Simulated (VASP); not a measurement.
A run of VASP 6.6.1 is set up as follows.

INCAR

```
SYSTEM = Y
PREC = Accurate
ENCUT = 500
EDIFF = 1E-6
ISMEAR = 0
SIGMA = 0.1
LREAL = .FALSE.
LASPH = .TRUE.
NELM = 120
ALGO = Normal
ISIF = 2
LWAVE = .FALSE.
LCHARG = .TRUE.
GGA = PE
LELF = .TRUE.
LVHAR = .TRUE.
NBANDS = 12
GGA_COMPAT = .FALSE.
```

The input KPOINTS:

```
Automatic mesh
0
G
  8 8 8
  0 0 0
```

File POSCAR:

```
Y
1.0
   -2.0210925601      2.0210925601      2.0210925601
    2.0210925601     -2.0210925601      2.0210925601
    2.0210925601      2.0210925601     -2.0210925601
Y
1
Direct
    0.0000000000      0.0000000000      0.0000000000
```

Potentials or basis: VASP PAW PBE potentials, release 64 (Y_sv).

Command:

```sh
$ cat potpaw_PBE.64/Y_sv/POTCAR > POTCAR
$ mpirun -np 1 vasp_std > vasp.out
```

What does it give for the pressure?

-0.1 GPa.
